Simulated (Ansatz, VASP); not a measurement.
**Two plane-wave programs on Te2Pt**

```
Te Pt
1.0
     3.95361    0.00000    0.00000
    -1.97681    3.42393    0.00000
     0.00000    0.00000   29.36000
Te Pt
2 1
Direct
  0.33333 0.66667 0.23728
  0.66667 0.33333 0.33424
  0.00000 0.00000 0.28576
```

Alike in both runs: functional revPBE; dispersion D3(BJ); k mesh 12 × 12 × 1; occupations gaussian, width 0.03 eV; no spin polarisation.

Ansatz relaxed the structure, and its values are those at the end. VASP's run is a single point on that final structure, the one shown.

```csv
,VASP,Ansatz
version,VASP 6.6.1,Ansatz 0.2.0
potentials or method,"VASP PAW PBE potentials, release 64 (Te, Pt), cutoff 400 eV","scalar-relativistic, plane waves, PAW"
valence electrons in the cell,22,50
```

Ansatz gave:

```
gap on the k mesh at the Fermi level (eV) : 0.61
least direct gap on the mesh (eV)         : 1.23
rms of the force components (eV/Å)        : 0.000
```

Q: Which values does VASP return?

A: gap on the k mesh at the Fermi level (eV): 0.61; least direct gap on the mesh (eV): 1.22; rms of the force components (eV/Å): 0.012.

VASP's potentials were made for PBE, not for revPBE. VASP's potentials hold 22 valence electrons a cell and Ansatz's 50, so a difference there can come from the potentials and not from the codes. Ansatz's warnings: slab cell height set, structure snapped to symmetry, xc potential rough in thin density.

Neither program's run includes spin-orbit coupling.
